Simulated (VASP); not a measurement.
Runs of VASP 6.6.1 on Mo. The structure is that of space group Im-3m (No. 229), or close to it. The cells are those of the table. 

| cell | gap on the mesh (eV) | pressure (GPa) |
| --- | --- | --- |
| a = 2.702 Å, angles 109.5°, 1 atom | none | 10.8 |
| a = 2.748 Å, angles 109.5°, 1 atom | none | -3.1 |
| a = 2.655 Å, angles 109.5°, 1 atom | none | (b) |
| a = 2.770 Å, angles 109.5°, 1 atom | none | (c) |
| a = 2.792 Å, angles 109.5°, 1 atom | none | -13.8 |
| a = 2.725 Å, angles 109.5°, 1 atom | none | 3.4 |
| a = 2.631 Å, angles 109.5°, 1 atom | none | (a) |
| a = 2.813 Å, angles 109.5°, 1 atom | none | -17.6 |

Alike in all rows: task single point; level PBE; potentials or basis VASP PAW PBE potentials, release 64 (Mo_sv); no spin polarisation; k mesh 10 × 10 × 10; cutoff (eV) 500; smearing methfessel-paxton 0.01 eV.

Question: Fill in the values left out.

Answer: (a) 39.0; (b) 28.1; (c) -8.7.

A k mesh can miss the band edges, and the runs leave out spin-orbit coupling on Mo.

A gap of «none» marks levels without a gap at the run's occupations.
